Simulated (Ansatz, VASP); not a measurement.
SiBiS in VASP and in Ansatz

File INCAR:

```
SYSTEM = SiBiS
  PREC = Accurate
  ENCUT = 520
  EDIFF = 1E-6
  ISMEAR = 0
  SIGMA = 0.1
  LREAL = .False.
  LASPH = .True.
  NELM = 60
  ALGO = Normal
  ISIF = 2
  LWAVE = .False.
  LCHARG = .True.
  GGA = PE
  LELF = .True.
  LVHAR = .True.
  NBANDS = 20
```

File KPOINTS:

```
Automatic mesh
0
Gamma
  6 6 4
  0 0 0
```

The input POSCAR:

```
SiBiS
1.0
    3.2636911489      0.0000000000      0.0000000000
    0.0000000000      3.2636911489      0.0000000000
    0.0000000000      0.0000000000      7.1084123380
Si Bi S
1 1 1
Direct
    0.0000000000      0.0000000000      0.9292487403
    0.0000000000      0.0000000000      0.5447824580
    0.5000000000      0.5000000000      0.0259688017
```

Input for Ansatz:

```yaml
crystal:
  lattice:
    - [3.2636911489, 0.0, 0.0]
    - [0.0, 3.2636911489, 0.0]
    - [0.0, 0.0, 7.108412338]
  atoms:
    - { symbol: Si, position: [0.0, 0.0, 0.9292487403] }
    - { symbol: Bi, position: [0.0, 0.0, 0.544782458] }
    - { symbol: S, position: [0.5, 0.5, 0.0259688017] }
basis:
  ecutwfc: 420
kpoints:
  mp_grid: { grid: [6, 6, 4] }
hamiltonian:
  xc: pbe
scf:
  occupations: { method: gaussian, width: 0.1 }
  lower_state_search: "off"
output:
  forces: true
  stress: true
  eigenvalues: true
```

Change from the starting cell: the structure that the rattled cell fell into.

Alike in both runs: task single point; functional PBE; k mesh 6 × 6 × 4; occupations gaussian, width 0.1 eV; no spin polarisation.

|  | VASP | Ansatz |
| --- | --- | --- |
| version | VASP 6.6.1 | Ansatz 0.2.0 |
| potentials or method | VASP PAW PBE potentials, release 64 (Si, Bi_d, S), cutoff 520 eV | scalar-relativistic, plane waves, PAW |
| valence electrons in the cell | 25 | 25 |

Ansatz gave:

```
gap on the k mesh at the Fermi level (eV)                     : none
pressure (GPa)                                                : 0.7
traceless stress, the component that is largest in VASP (GPa) : -0.42
rms of the force components (eV/Å)                            : 0.065
```

Problem. What did VASP give for the same quantities?

Solution. gap on the k mesh at the Fermi level (eV): none; pressure (GPa): 0.6; traceless stress, the component that is largest in VASP (GPa): -0.40; rms of the force components (eV/Å): 0.067.

Atom by atom the forces differ by 0.003 eV/Å (rms over components). A gap of «none» marks a metal or a gap that the smearing closes.

Spin-orbit coupling is off throughout.
